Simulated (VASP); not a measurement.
# Au in VASP: notebook

The runs below take Au through single point, with PBEsol.

All numbers are computed with VASP 6.6.1; they aren't measurements. Logs are shortened: lines on timing, memory, paths and dates and some standing lists are left out, and cuts for length are marked.

### 1 The cell of the first run

The cell holds a slab with vacuum, 5 atoms: a = 2.820 Å, b = 2.885 Å, c = 24.601 Å, α = 90.00°, β = 90.00°, γ = 119.26°.

### 2 Single point, PBEsol

INCAR

```
SYSTEM = Au
  PREC = Accurate
  ENCUT = 520
  EDIFF = 1E-6
  ISMEAR = 0
  SIGMA = 0.1
  LREAL = .FALSE.
  LASPH = .TRUE.
  NELM = 100
  ALGO = Fast
  ISIF = 2
  LWAVE = .FALSE.
  LCHARG = .FALSE.
  LDIPOL = .TRUE.
  IDIPOL = 3
  DIPOL = 0.5 0.5 0.500
  GGA = PS
  NBANDS = 36
```

KPOINTS

```
Automatic mesh
0
G
  14 14 1
  0 0 0
```

POSCAR

```
Au
1.0
    2.8200300622      0.0000000000      0.0000000000
   -1.4100150311      2.5170030989      0.0000000000
    0.0000000000      0.0000000000     24.6013551323
Au
5
Direct
    0.6638639510      0.3277279020      0.3048612550
    0.3361360490      0.6722720980      0.4024306275
    0.6638639510      0.3277279020      0.5000000000
    0.3361360490      0.6722720980      0.5975693725
    0.6638639510      0.3277279020      0.6951387450
```

Potentials or basis: VASP PAW PBE potentials, release 64 (Au).

Run with:

```
> cat potpaw_PBE.64/Au/POTCAR > POTCAR
> mpirun -np 1 vasp_std > vasp.out
```

OUTCAR:

```text
SYSTEM = Au
   PREC = Accurate
   ENCUT = 520
   EDIFF = 1E-6
   ISMEAR = 0
   LREAL = .FALSE.
   LASPH = .TRUE.
   NELM = 100
   ISIF = 2
   GGA = PS

 ion  position               nearest neighbor table
   1  0.664  0.328  0.305-   2 2.91   2 2.92   2 2.92
   2  0.336  0.672  0.402-   3 2.91   1 2.91   3 2.92   3 2.92   1 2.92   1 2.92
   3  0.664  0.328  0.500-   2 2.91   4 2.91   2 2.92   4 2.92   2 2.92   4 2.92
   4  0.336  0.672  0.598-   3 2.91   5 2.91   3 2.92   3 2.92   5 2.92   5 2.92
   5  0.664  0.328  0.695-   4 2.91   4 2.92   4 2.92

  LATTYP: Found a base centered orthorhombic cell.
 ALAT       =     2.8200300622
 B/A-ratio  =     1.7850895511
 C/A-ratio  =     8.7237918000

  Lattice vectors:

 A1 = (   1.4100150311,  -2.5170030989,   0.0000000000)
 A2 = (   1.4100150311,   2.5170030989,   0.0000000000)
 A3 = (   0.0000000000,   0.0000000000,  24.6013551323)

Analysis of symmetry for initial positions (statically):
=====================================================================
 Subroutine PRICEL returns:
 Original cell was already a primitive cell.

 Routine SETGRP: Setting up the symmetry group for a
 base centered orthorhombic supercell.

 Subroutine GETGRP returns: Found  4 space group operations
 (whereof  4 operations were pure point group operations)
 out of a pool of  8 trial point group operations.

The static configuration has the point symmetry C_2v.

Analysis of symmetry for dynamics (positions and initial velocities):
=====================================================================
 Subroutine PRICEL returns:
 Original cell was already a primitive cell.

 Routine SETGRP: Setting up the symmetry group for a
 base centered orthorhombic supercell.

 Subroutine GETGRP returns: Found  4 space group operations
 (whereof  4 operations were pure point group operations)
 out of a pool of  8 trial point group operations.

The dynamic configuration has the point symmetry C_2v.

 Subroutine INISYM returns: Found  4 space group operations
 (whereof  4 operations are pure point group operations),
 and found     1 'primitive' translations

----------------------------------------------------------------------------------------

                                     Primitive cell

  volume of cell :     174.6210

  direct lattice vectors                    reciprocal lattice vectors
     2.820030062  0.000000000  0.000000000     0.354606149  0.198648941  0.000000000
    -1.410015031  2.517003099  0.000000000     0.000000000  0.397297882  0.000000000
     0.000000000  0.000000000 24.601355132     0.000000000  0.000000000  0.040648167

  length of vectors
     2.820030062  2.885038472 24.601355132     0.406456544  0.397297882  0.040648167

  position of ions in fractional coordinates (direct lattice)
     0.663863951  0.327727902  0.304861255
     0.336136049  0.672272098  0.402430628
     0.663863951  0.327727902  0.500000000
     0.336136049  0.672272098  0.597569372
     0.663863951  0.327727902  0.695138745

  ion indices of the primitive-cell ions
   primitive index   ion index
                 1           1
                 2           2
                 3           3
                 4           4
                 5           5

----------------------------------------------------------------------------------------

 KPOINTS: Automatic mesh

Automatic generation of k-mesh.
 Grid dimensions read from file:
 generate k-points for:   14   14    1

 Generating k-lattice:

  Cartesian coordinates                     Fractional coordinates (reciprocal lattice)
     0.025329011  0.014189210  0.000000000     0.071428571  0.000000000  0.000000000
     0.000000000  0.028378420  0.000000000     0.000000000  0.071428571  0.000000000
     0.000000000  0.000000000  0.040648167     0.000000000  0.000000000  1.000000000

  Length of vectors
     0.029032610  0.028378420  0.040648167

  Shift w.r.t. Gamma in fractional coordinates (k-lattice)
     0.000000000  0.000000000  0.000000000

 Subroutine IBZKPT returns following result:
 ===========================================

 Found     57 irreducible k-points:

 Following reciprocal coordinates:
            Coordinates               Weight
  0.000000  0.000000  0.000000      1.000000
  0.071429  0.000000  0.000000      4.000000
  0.142857  0.000000  0.000000      4.000000
  0.214286  0.000000  0.000000      4.000000
  0.285714 -0.000000  0.000000      4.000000
  0.357143  0.000000  0.000000      4.000000
[... 16 lines left out ...]
  0.071429  0.142857  0.000000      4.000000
  0.142857  0.142857  0.000000      4.000000
 [... further k-points ...]
   k-points           NKPTS =     57   k-points in BZ     NKDIM =     57   number of bands    NBANDS=     36
   number of dos      NEDOS =    301   number of ions     NIONS =      5
   total plane-waves  NPLWV = 110592
   dimension x,y,z NGX =    24 NGY =   24 NGZ =  192
   dimension x,y,z NGXF=    48 NGYF=   48 NGZF=  384
   ions per type =               5
   NGX,Y,Z   is equivalent  to a cutoff of  14.15, 13.83, 12.97 a.u.
   NGXF,Y,Z  is equivalent  to a cutoff of  28.30, 27.66, 25.95 a.u.
 SYSTEM =  Au
   PREC   = accura    normal or accurate (medium, high low for compatibility)
   ISTART =      0    job   : 0-new  1-cont  2-samecut
   ICHARG =      2    charge: 1-file 2-atom 10-const
   ISPIN  =      1    spin polarized calculation?
   LNONCOLLINEAR =      F non collinear calculations
   LSORBIT =      F    spin-orbit coupling
   LASPH  =      T    aspherical Exc in radial PAW
   ENCUT  =  520.0 eV  38.22 Ry    6.18 a.u.   5.24  5.36 45.74*2*pi/ulx,y,z
   NELM   =    100;   NELMIN=  2; NELMDL= -5     # of ELM steps
   EDIFF  = 0.1E-05   stopping-criterion for ELM
   LREAL  =      F    real-space projection
   EDIFFG = 0.1E-04   stopping-criterion for IOM
   NSW    =      0    number of steps for IOM
   IBRION =     -1    ionic relax: 0-MD 1-quasi-New 2-CG
   NFREE  =      0    steps in history (QN), initial steepest desc. (CG)
   ISIF   =      2    stress and relaxation
   ISYM   =      2    0-nonsym 1-usesym 2-fastsym
   POTIM  = 0.5000    time-step for ionic-motion
   TEBEG  =    0.0;   TEEND  =   0.0 temperature during run
   PSTRESS=    0.0 pullay stress
   NELECT =      55.0000    total number of electrons
   NUPDOWN=      -1.0000    fix difference up-down
   EMIN   =  10.00;   EMAX   =-10.00  energy-range for DOS
   EFERMI =   0.00;   METHOD = LEGACY
   ISMEAR =     0;   SIGMA  =   0.10  broadening in eV -4-tet -1-fermi 0-gaus
   EFERMI_NEDOS =   21; number of points for ismear=-14 and -15
   IALGO  =     68    algorithm
   IMIX   =      4    mixing-type and parameters
     AMIX     =   0.40;   BMIX     =  1.00
     AMIX_MAG =   1.60;   BMIX_MAG =  1.00
  volume/ion in A,a.u.               =      34.92       235.68
  Fermi-wavevector in a.u.,A,eV,Ry     =   1.113859  2.104888 16.880502  1.240682
  Thomas-Fermi vector in A             =   2.250448
   LORBIT       =      0    0 simple, 1 ext, 2 COOP (PROOUT), +10 PAW based schemes
   GGA     = PS    functional components
   LHFCALC =     F    Hartree Fock is set to
   AEXX    =    0.0000 exact exchange contribution
   IVDW    =     0    specifies the selected vdW correction
   LEPSILON=     F    determine dielectric tensor
   LRPA    =     F    only Hartree local field effects (RPA)
 non-spin polarized calculation
 RMM-DIIS sequential band-by-band and
 Gauss-broadening in eV      SIGMA  =   0.10
  energy-cutoff  :      520.00
  volume of cell :      174.62
 maximum number of plane-waves:      4765
 NGX is ok and might be reduce to    24
   NGX = 11   NGY = 11   NGZ = 91

 number of electron      54.9999998 magnetization

 dipolmoment           0.000000      0.000000      0.000000 electrons x Angstroem

 Free energy of the ion-electron system (eV)
  ---------------------------------------------------
  ext. energy  EPLUGINS =         0.00000000
  ---------------------------------------------------
  free energy    TOTEN  =       -18.72978522 eV

  energy without entropy =      -18.71707026  energy(sigma->0) =      -18.72342774

 E-fermi :   1.7037     XC(G=0):  -6.9075

 val. band max:        1.6660161625   @ k =   0.0714   0.2857   0.0000
 cond. band min:       1.7044790599   @ k =   0.0714   0.4286   0.0000
 fundamental gap:      0.0384628974
 Fermi energy:         1.7036579767

 k-point     1 :       0.0000    0.0000    0.0000
  band No.  band energies     occupation
      1      -7.8634      2.00000
      2      -7.0574      2.00000
      3      -6.0803      2.00000
      4      -5.5228      2.00000
      5      -5.5137      2.00000
      6      -3.1412      2.00000
[... 28 lines left out ...]
     35       8.6180      0.00000
     36       9.1325      0.00000

 k-point     2 :       0.0714    0.0000    0.0000
  band No.  band energies     occupation
      1      -7.6993      2.00000
      2      -6.8957      2.00000
      3      -5.9185      2.00000
      4      -5.3765      2.00000
      5      -5.3544      2.00000
      6      -3.1549      2.00000
[... 28 lines left out ...]
     35       8.7496      0.00000
     36       9.2348      0.00000

 k-point     3 :       0.1429    0.0000    0.0000
  band No.  band energies     occupation
      1      -7.2277      2.00000
      2      -6.4396      2.00000
      3      -5.4734      2.00000
      4      -4.9842      2.00000
      5      -4.9180      2.00000
      6      -3.2542      2.00000
[... 28 lines left out ...]
     35       9.1402      0.00000
     36       9.5406      0.00000
[... 742 lines left out ...]
 k-point    23 :       0.0714    0.1429    0.0000
  band No.  band energies     occupation
      1      -6.8379      2.00000
      2      -6.0829      2.00000
      3      -5.1553      2.00000
      4      -4.7266      2.00000
      5      -4.6144      2.00000
      6      -3.4667      2.00000
[... 28 lines left out ...]
     35       9.4795      0.00000
     36       9.7955      0.00000

 k-point    24 :       0.1429    0.1429    0.0000
  band No.  band energies     occupation
      1      -6.1747      2.00000
      2      -5.4937      2.00000
      3      -4.6407      2.00000
      4      -4.3231      2.00000
      5      -4.0787      2.00000
      6      -3.7046      2.00000
[... 28 lines left out ...]
     35      10.0860      0.00000
     36      10.2679      0.00000

 [... further k-points ...]

------------------------ aborting loop because EDIFF is reached ----------------------------------------

 vacuum level on the upper side and lower side of the slab       (xc-potential included)        -0.008        -0.008

  FORCE on cell =-STRESS in cart. coord.  units (eV):
  Direction    XX          YY          ZZ          XY          YZ          ZX
  --------------------------------------------------------------------------------------
  -------------------------------------------------------------------------------------
  Total       -2.3740073     -3.0804353      0.1047514      0.0000000      0.0000000      0.0000000
  in kB      -21.7819176    -28.2635140      0.9611113      0.0000000      0.0000000      0.0000000
  external PRESSURE =     -16.3614401 kB  Pullay stress =       0.0000000 kB

 VOLUME and BASIS-vectors are now :
 -----------------------------------------------------------------------------
  energy-cutoff  :      520.00
  volume of cell :      174.62
      direct lattice vectors                 reciprocal lattice vectors
     2.820030062  0.000000000  0.000000000     0.354606149  0.198648941  0.000000000
    -1.410015031  2.517003099  0.000000000     0.000000000  0.397297882  0.000000000
     0.000000000  0.000000000 24.601355132     0.000000000  0.000000000  0.040648167

 POSITION                                       TOTAL-FORCE (eV/Angst)
 -----------------------------------------------------------------------------------
      1.41002      0.82489      7.50000        -0.000000     -0.000302     -0.071217
     -0.00000      1.69211      9.90034        -0.000000     -0.003201      0.107188
      1.41002      0.82489     12.30068         0.000000      0.007005     -0.000000
     -0.00000      1.69211     14.70102        -0.000000     -0.003201     -0.107188
      1.41002      0.82489     17.10136        -0.000000     -0.000302      0.071217
 -----------------------------------------------------------------------------------
    total drift:                               -0.000000     -0.000036      0.000000

  FREE ENERGIE OF THE ION-ELECTRON SYSTEM (eV)
  ---------------------------------------------------
  free  energy   TOTEN  =       -18.7297852153 eV

  energy  without entropy=      -18.7170702615  energy(sigma->0) =      -18.72342774

 vacuum level on the upper side and lower side of the slab         7.087         7.087
```

Wall time 5.2 min (1 thread of Intel Xeon Platinum 8488C (Sapphire Rapids), shared host); peak memory 0.47 GiB.

What came out:

```
Free energy   : -18.7298 eV
Largest force : 0.107 eV/Å
```

Forces on the atoms (eV/Å):
```
Au   0.000  0.000 -0.071
Au   0.000 -0.003  0.107
Au   0.000  0.007  0.000
Au   0.000 -0.003 -0.107
Au   0.000  0.000  0.071
```

Caveat: the PAW data sets were made with another functional, which shifts forces and pressure a little; spin-orbit coupling is left out, which moves the levels of the heavy elements.

(Part 1 of 2 ends here.)
